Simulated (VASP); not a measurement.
A run of VASP 6.6.1:

The input POSCAR:

```
InSb
1.0
    0.0000000000      3.2388942600      3.2388942600
    3.2388942600      0.0000000000      3.2388942600
    3.2388942600      3.2388942600      0.0000000000
In Sb
1 1
Direct
    0.0000000000      0.0000000000      0.0000000000
    0.2500000000      0.2500000000      0.2500000000
```

The input INCAR.step1:

```
PREC = Accurate
ENCUT = 520
ISMEAR = -1
SIGMA = 0.1
LREAL = False
LASPH = True
NELM = 100
NBANDS = 16
GGA = PE
ALGO = Normal
EDIFF = 1E-4
LWAVE = True
LCHARG = False
```

File INCAR.step2:

```
PREC = Accurate
ENCUT = 520
EDIFF = 1E-7
ISMEAR = -1
SIGMA = 0.1
LREAL = False
LASPH = True
NELM = 100
ALGO = Normal
ISIF = 2
LWAVE = False
LCHARG = False
METAGGA = R2SCAN
LMIXTAU = True
NBANDS = 16
ISTART = 1
```

File KPOINTS:

```
regular mesh
0
Gamma
  9 9 9
```

Potentials or basis: VASP PAW PBE potentials, release 64 (In_d, Sb).

Command:

```console
$ cat potpaw_PBE.64/In_d/POTCAR potpaw_PBE.64/Sb/POTCAR > POTCAR
$ cp INCAR.step1 INCAR
$ mpirun -np 1 vasp_std > vasp.out
$ cp INCAR.step2 INCAR
$ mpirun -np 1 vasp_std > vasp.out
```

Hardware: 1 thread of Intel Xeon 6975P-C (shared host).

Problem. How long does it take, and how much memory?

Solution. Run time: 2.9 min on 1 thread of Intel Xeon 6975P-C (shared host), peak memory 0.24 GiB. Counts: k points 35.
